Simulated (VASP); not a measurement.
# AlCo (P4/mmm) in VASP: notebook, part 3 of 3

VASP 6.6.1. Earlier steps stand in the parts before.

## (6) Single point, PBEsol

This run uses another cell than the first one, of the same volume but with other edges.

INCAR reads:

```
SYSTEM = AlCo
PREC     = Accurate       ! precision mode
ENCUT    = 520            ! plane-wave cutoff, eV
EDIFF    = 1E-6           ! SCF threshold, eV
ISMEAR   = 0              ! smearing method
SIGMA    = 0.15           ! smearing width, eV
LREAL    = .FALSE.        ! projectors in reciprocal space
LASPH    = .TRUE.         ! aspherical terms in the spheres
NELM     = 80             ! most SCF steps
ALGO     = Fast           ! electronic algorithm
ISIF     = 2              ! what is computed and relaxed
LWAVE    = .FALSE.        ! write WAVECAR
LCHARG   = .FALSE.        ! write CHGCAR
GGA      = PS             ! functional
NBANDS   = 13             ! bands
```

KPOINTS reads:

```
regular mesh
0
G
  24 24 24
  0 0 0
```

POSCAR reads:

```
AlCo
1.0
    3.0663065975      0.0000000000      0.0000000000
    0.0000000000      3.0663065975      0.0000000000
    0.0000000000      0.0000000000      2.3917191460
Al Co
1 1
Direct
    0.0000000000      0.0000000000      0.0000000000
    0.5000000000      0.5000000000      0.5000000000
```

Potentials or basis: VASP PAW PBE potentials, release 64 (Al, Co).

The run is started by

```console
$ cat potpaw_PBE.64/Al/POTCAR potpaw_PBE.64/Co/POTCAR > POTCAR
$ mpirun -np 1 vasp_std > vasp.out
```

OUTCAR:

```text
SYSTEM = AlCo
   PREC = Accurate
   ENCUT = 520
   EDIFF = 1E-6
   ISMEAR = 0
   LREAL = .FALSE.
   LASPH = .TRUE.
   NELM = 80
   ISIF = 2
   GGA = PS

 ion  position               nearest neighbor table
   1  0.000  0.000  0.000-   2 2.48   2 2.48   2 2.48   2 2.48   2 2.48   2 2.48   2 2.48   2 2.48

   2  0.500  0.500  0.500-   1 2.48   1 2.48   1 2.48   1 2.48   1 2.48   1 2.48   1 2.48   1 2.48

  LATTYP: Found a simple tetragonal cell.
 ALAT       =     3.0663065975
 C/A-ratio  =     0.7800000000

  Lattice vectors:

 A1 = (   3.0663065975,   0.0000000000,   0.0000000000)
 A2 = (   0.0000000000,   3.0663065975,   0.0000000000)
 A3 = (   0.0000000000,   0.0000000000,   2.3917191460)

Analysis of symmetry for initial positions (statically):
=====================================================================
 Subroutine PRICEL returns:
 Original cell was already a primitive cell.

 Routine SETGRP: Setting up the symmetry group for a
 simple tetragonal supercell.

 Subroutine GETGRP returns: Found 16 space group operations
 (whereof 16 operations were pure point group operations)
 out of a pool of 16 trial point group operations.

The static configuration has the point symmetry D_4h.

Analysis of symmetry for dynamics (positions and initial velocities):
=====================================================================
 Subroutine PRICEL returns:
 Original cell was already a primitive cell.

 Routine SETGRP: Setting up the symmetry group for a
 simple tetragonal supercell.

 Subroutine GETGRP returns: Found 16 space group operations
 (whereof 16 operations were pure point group operations)
 out of a pool of 16 trial point group operations.

The dynamic configuration has the point symmetry D_4h.

 Subroutine INISYM returns: Found 16 space group operations
 (whereof 16 operations are pure point group operations),
 and found     1 'primitive' translations

----------------------------------------------------------------------------------------

                                     Primitive cell

  volume of cell :      22.4875
[... 121 lines left out ...]
 RMM-DIIS sequential band-by-band and
 Gauss-broadening in eV      SIGMA  =   0.15
  energy-cutoff  :      520.00
  volume of cell :       22.49
 maximum number of plane-waves:       625
 NGX is ok and might be reduce to    24

 number of electron      12.0000000 magnetization

 Free energy of the ion-electron system (eV)
  ---------------------------------------------------
  ext. energy  EPLUGINS =         0.00000000
  ---------------------------------------------------
  free energy    TOTEN  =       -12.35686652 eV

  energy without entropy =      -12.33090463  energy(sigma->0) =      -12.34388558

 E-fermi :  10.6377     XC(G=0): -12.5168

 val. band max:       10.6374755617   @ k =   0.2917   0.0417   0.0000
 cond. band min:      10.6381684234   @ k =   0.4583   0.0833   0.0000
 fundamental gap:      0.0006928618
 Fermi energy:        10.6377257113

 k-point     1 :       0.0000    0.0000    0.0000
  band No.  band energies     occupation
      1      -0.4792      2.00000
      2       7.5999      2.00000
      3       7.7023      2.00000
      4       9.4642      2.00000
      5      10.6154      1.16647
      6      10.6154      1.16647
      7      14.0534      0.00000
      8      14.0534      0.00000
      9      18.4641      0.00000
     10      18.6846      0.00000
     11      24.2868      0.00000
     12      28.7093      0.00000
     13      29.1279      0.00000
[... 354 lines left out ...]
  band No.  band energies     occupation
      1       2.7065      2.00000
      2       4.1113      2.00000
      3       8.0381      2.00000
      4       8.4730      2.00000
      5      10.3413      1.99480
      6      10.3995      1.97530
      7      10.6527      0.88762
      8      17.4785      0.00000
      9      18.3840      0.00000
     10      20.2351      0.00000
     11      25.2814      0.00000
     12      27.0350      0.00000
     13      27.6369      0.00000

 [... further k-points ...]

------------------------ aborting loop because EDIFF is reached ----------------------------------------

  FORCE on cell =-STRESS in cart. coord.  units (eV):
  Direction    XX          YY          ZZ          XY          YZ          ZX
  --------------------------------------------------------------------------------------
  -------------------------------------------------------------------------------------
  Total       -1.6678613     -1.6678613      7.7641920      0.0000000      0.0000000      0.0000000
  in kB     -118.8308446   -118.8308446    553.1787841      0.0000000      0.0000000      0.0000000
  external PRESSURE =     105.1723650 kB  Pullay stress =       0.0000000 kB

 VOLUME and BASIS-vectors are now :
 -----------------------------------------------------------------------------
  energy-cutoff  :      520.00
  volume of cell :       22.49
      direct lattice vectors                 reciprocal lattice vectors
     3.066306598  0.000000000  0.000000000     0.326125248  0.000000000  0.000000000
     0.000000000  3.066306598  0.000000000     0.000000000  0.326125248  0.000000000
     0.000000000  0.000000000  2.391719146     0.000000000  0.000000000  0.418109293

 POSITION                                       TOTAL-FORCE (eV/Angst)
 -----------------------------------------------------------------------------------
      0.00000      0.00000      0.00000         0.000000      0.000000      0.000000
      1.53315      1.53315      1.19586         0.000000      0.000000      0.000000
 -----------------------------------------------------------------------------------
    total drift:                                0.000000     -0.000000     -0.000000

  FREE ENERGIE OF THE ION-ELECTRON SYSTEM (eV)
  ---------------------------------------------------
  free  energy   TOTEN  =       -12.3568665221 eV

  energy  without entropy=      -12.3309046313  energy(sigma->0) =      -12.34388558
```

Run time: 91 s. Hardware: 1 thread of Intel Xeon 6975P-C (Granite Rapids), shared host; peak memory 0.45 GiB.

Results:

```
Free energy            : -12.3569 eV
Pressure               : 10.5 GPa
Band gap on the k mesh : zero (bands 6 and 7 overlap by 2.90 eV)
```

Stress tensor (GPa, compression positive):
```
-11.88   0.00   0.00
  0.00 -11.88   0.00
  0.00   0.00  55.32
```

Caveat: the cell stands under pressure; the PAW data sets were made with another functional, which shifts forces and pressure a little; the run has no spin polarisation, though such a crystal can be magnetic. Spin polarisation is off, so any magnetic state and its effect on volume and gap are missing.

## (7) Overview

| cell | further INCAR settings | gap on the mesh (eV) | pressure (GPa) |
| --- | --- | --- | --- |
| a = 3.168, b = 3.168, c = 2.240 Å, 2 atoms | ALGO = Fast; EDIFF = 1e-06; NBANDS = 13 | none | 21.4 |
| a = 2.515, b = 2.515, c = 3.556 Å, 2 atoms | ALGO = Fast; EDIFF = 1e-07; NBANDS = 13 | none | 7.2 |
| a = 2.980, b = 2.980, c = 2.533 Å, 2 atoms | ALGO = Fast; EDIFF = 1e-06; NBANDS = 13 | none | 3.7 |
| a = 2.656, b = 2.656, c = 3.187 Å, 2 atoms | ALGO = Fast; EDIFF = 1e-06; NBANDS = 13 | none | 2.8 |
| a = 3.066, b = 3.066, c = 2.392 Å, 2 atoms | ALGO = Fast; EDIFF = 1e-06; NBANDS = 13 | none | 10.5 |

Alike in all rows: task single point; level PBEsol; potentials or basis VASP PAW PBE potentials, release 64 (Al, Co); no spin polarisation; k mesh 24 × 24 × 24; cutoff (eV) 520; smearing gaussian 0.15 eV.

Caveats: the PAW data sets were made with another functional, which shifts forces and pressure a little; the run has no spin polarisation, though such a crystal can be magnetic; the cell stands under pressure (at least some runs).

Absolute energies hang on the potentials; compare differences alone.
